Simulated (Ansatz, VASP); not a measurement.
## One calculation of Os, two programs

```
Os
1.0
     0.00000    2.66317    2.66317
     2.66317    0.00000    2.66317
     2.66317    2.66317    0.00000
Os
2
Direct
  0.12500 0.12500 0.12500
  0.87500 0.87500 0.87500
```

Alike in both runs: task relaxation of cell and atoms; functional LDA; k mesh 10 × 10 × 10; occupations fermi-dirac, width 0.1 eV; no spin polarisation.

```csv
,VASP,Ansatz
version,VASP 6.6.1,Ansatz 0.2.0
potentials or method,"VASP PAW LDA potentials, release 64 (Os), cutoff 600 eV","plane waves (420 eV) with PAW, scalar-relativistic"
valence electrons in the cell,16,32
```

```csv
,VASP,Ansatz,Ansatz less VASP
relaxed volume (Å³/atom),20.36,20.49,+0.130
relaxed cell length with the largest relative difference (Å),3.862,3.870,+0.0082
```

Ansatz warns that its potentials were made for another functional, while VASP's fit it. LDA's correlation is that of Perdew and Zunger in VASP and of Perdew and Wang (1992) in Ansatz. VASP's potentials hold 16 valence electrons a cell and Ansatz's 32, so a difference there can come from the potentials and not from the codes.

Spin-orbit coupling is off throughout.
